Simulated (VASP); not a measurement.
BN, 4 atoms in the cell. It takes space group P6_3/mmc (No. 194, hexagonal). Conventional cell: a = 2.504 Å, b = 2.504 Å, c = 6.661 Å, α = 90.00°, β = 90.00°, γ = 120.00°. Within 1.9 Å of B (site symmetry -6m2) lie 3 N at 1.45 Å. Within 1.9 Å of N (site symmetry -6m2) lie 3 B at 1.45 Å. 

| Property | Result |
| --- | --- |
| Program | VASP 6.6.1 |
| Task | single point |
| Functional | PBE |
| Potentials or basis | VASP PAW PBE potentials, release 64 (B, N) |
| Cutoff | 600 eV |
| k mesh | 9 × 9 × 3 |
| Occupations | gaussian, width 0.01 eV |
| Spin | no spin polarisation |
| Dipole correction | no |
| Further INCAR settings | ALGO = Normal; EDIFF = 1e-06; NBANDS = 16 |

Potentials or basis: VASP PAW PBE potentials, release 64 (B, N).

Command:

```bash
$ cat potpaw_PBE.64/B/POTCAR potpaw_PBE.64/N/POTCAR > POTCAR
$ mpirun -np 1 vasp_std > vasp.out
```

Hardware: 1 thread of Intel(R) Xeon(R) 6975P-C (Granite Rapids), with other jobs on the host.

**Question.** Estimate the wall time of this run.

**Answer.** Run time: 6.8 s on 1 thread of Intel(R) Xeon(R) 6975P-C (Granite Rapids) (shared host), peak memory 0.15 GiB. Counts: scf iterations 13, k points 24.
